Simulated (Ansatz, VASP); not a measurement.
BaTe: VASP beside Ansatz

File INCAR:

```
SYSTEM = BaTe
  PREC = Accurate
  ENCUT = 520
  EDIFF = 1E-6
  ISMEAR = 0
  SIGMA = 0.05
  LREAL = .FALSE.
  LASPH = .TRUE.
  NELM = 80
  ALGO = Normal
  ISIF = 2
  LWAVE = .FALSE.
  LCHARG = .FALSE.
  GGA = CA
  NBANDS = 24
```

KPOINTS

```
regular mesh
0
G
  8 8 6
  0 0 0
```

POSCAR

```
BaTe
1.0
    4.8488408938      0.0000000000      0.0000000000
   -2.4244204469      4.1992193930      0.0000000000
    0.0000000000      0.0000000000      8.6001762635
Ba Te
2 2
Direct
    0.3333333333      0.6666666667      0.2500000000
    0.6666666667      0.3333333333      0.7500000000
    0.0000000000      0.0000000000      0.0000000000
    0.0000000000      0.0000000000      0.5000000000
```

Input for Ansatz:

```yaml
crystal:
  lattice:
    - [4.8488408938, 0.0, 0.0]
    - [-2.4244204469, 4.199219393, 0.0]
    - [0.0, 0.0, 8.6001762635]
  atoms:
    - { symbol: Ba, position: [0.3333333333, 0.6666666667, 0.25] }
    - { symbol: Ba, position: [0.6666666667, 0.3333333333, 0.75] }
    - { symbol: Te, position: [0.0, 0.0, 0.0] }
    - { symbol: Te, position: [0.0, 0.0, 0.5] }
basis:
  ecutwfc: 420
  ecutrho_ratio: 4
kpoints:
  mp_grid: { grid: [8, 8, 6] }
hamiltonian:
  xc: lda
scf:
  occupations: { method: gaussian, width: 0.05 }
output:
  forces: true
  stress: true
  eigenvalues: true
  populations: true
```

Alike in both runs: task single point; functional LDA; k mesh 8 × 8 × 6; occupations gaussian, width 0.05 eV; no spin polarisation.

|  | VASP | Ansatz |
| --- | --- | --- |
| version | VASP 6.6.1 | Ansatz 0.2.0 |
| potentials or method | VASP PAW LDA potentials, release 64 (Ba_sv, Te), cutoff 520 eV | scalar-relativistic, plane waves, PAW |
| valence electrons in the cell | 32 | 52 |

```tsv
	VASP	Ansatz	Ansatz less VASP
gap on the k mesh at the Fermi level (eV)	1.17	1.24	+0.066
least direct gap on the mesh (eV)	1.50	1.55	+0.051
pressure (GPa)	-2.1	-2.5	-0.36
traceless stress, the component that is largest in VASP (GPa)	-0.18	-0.21	-0.030
```

LDA's correlation is that of Perdew and Zunger in VASP and of Perdew and Wang (1992) in Ansatz. VASP's potentials hold 32 valence electrons a cell and Ansatz's 52, so a difference there can come from the potentials and not from the codes.

Spin-orbit coupling is off throughout.
